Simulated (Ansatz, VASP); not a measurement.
# ScAl in VASP and in Ansatz

```
CELL_PARAMETERS angstrom
3.32542 0.00000 0.00000
0.00000 3.32542 0.00000
0.00000 0.00000 3.32542
ATOMIC_POSITIONS crystal
Sc 0.50000 0.50000 0.50000
Al 0.00000 0.00000 0.00000
```

Alike in both runs: task single point; functional PBEsol; k mesh 12 × 12 × 12; occupations fermi-dirac, width 0.15 eV; no spin polarisation.

|  | VASP | Ansatz |
| --- | --- | --- |
| version | VASP 6.6.1 | Ansatz 0.2.0 |
| potentials or method | VASP PAW PBE potentials, release 64 (Sc_sv, Al), cutoff 500 eV | scalar-relativistic, plane waves, PAW |
| valence electrons in the cell | 14 | 14 |

```tsv
	VASP	Ansatz	Ansatz less VASP
gap on the k mesh at the Fermi level (eV)	none	none	-
pressure (GPa)	1.8	1.7	-0.15
```

VASP's potentials were made for PBE, not for PBEsol. A gap of «none» marks a metal or a gap that the smearing closes.
